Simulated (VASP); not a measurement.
Set up this calculation in VASP 6.6.1, as the native input.

| Property | Result |
| --- | --- |
| Task | single point |
| Functional | PBE |
| Potentials or basis | VASP PAW PBE potentials, release 64 (Be, V_sv) |
| Cutoff | 520 eV |
| k mesh | 4 × 4 × 4 |
| Occupations | gaussian, width 0.1 eV |
| Spin | collinear spin, ferromagnetic start |
| Starting moments | [0.0, 0.0, 0.0, 0.0, 0.0, 0.0, 2.0, 2.0] μB |
| Dipole correction | no |
| Further INCAR settings | ALGO = Fast; EDIFF = 1e-07; NBANDS = 33 |

The structure of Be3V lies in POSCAR:

```
Be3V
1.0
    0.0000000000      3.3634450025      3.3634450025
    3.3634450025      0.0000000000      3.3634450025
    3.3634450025      3.3634450025      0.0000000000
Be V
6 2
Direct
    0.7496367114      0.2503632886      0.2503632886
    0.2503632886      0.7496367114      0.7496367114
    0.7496367114      0.2503632886      0.7496367114
    0.2503632886      0.7496367114      0.2503632886
    0.7496367114      0.7496367114      0.2503632886
    0.2503632886      0.2503632886      0.7496367114
    0.2500000000      0.2500000000      0.2500000000
    0.7500000000      0.7500000000      0.7500000000
```

The cell was generated, and may not be a known phase.

The input as run:

INCAR

```
SYSTEM = Be3V
PREC = Accurate ; ENCUT = 520
EDIFF = 1E-7 ; ISMEAR = 0
SIGMA = 0.1 ; LREAL = .FALSE.
LASPH = .TRUE. ; NELM = 150
ALGO = Fast ; ISIF = 2
LWAVE = .FALSE. ; LCHARG = .TRUE.
ISPIN = 2 ; MAGMOM = 0 0 0 0 0 0 2 2
LORBIT = 11 ; LMAXMIX = 4
GGA = PE ; LELF = .TRUE.
LVHAR = .TRUE. ; NBANDS = 33
```

KPOINTS

```
regular mesh
0
G
  4 4 4
  0 0 0
```

Potentials or basis: VASP PAW PBE potentials, release 64 (Be, V_sv).

Run with:

```bash
$ cat potpaw_PBE.64/Be/POTCAR potpaw_PBE.64/V_sv/POTCAR > POTCAR
$ mpirun -np 1 vasp_std > vasp.out
```

It gave:

- Pressure: 0.0 GPa
- Largest force: 0.020 eV/Å
- Band gap on the k mesh: zero (filled and empty bands overlap)
- Net moment: 0.00 μB per cell
- Valence electrons inside the program's atomic spheres: Be 1.15; V 11.67

Caveat: the k points lie up to 0.40 Å⁻¹ apart, too coarse for converged energies and pressures of a metal; the moments typed at the start vanished in this run.

Run time: 50 s on 1 thread of AMD EPYC 7R13 Processor (Zen 3) (shared host), peak memory 0.22 GiB.
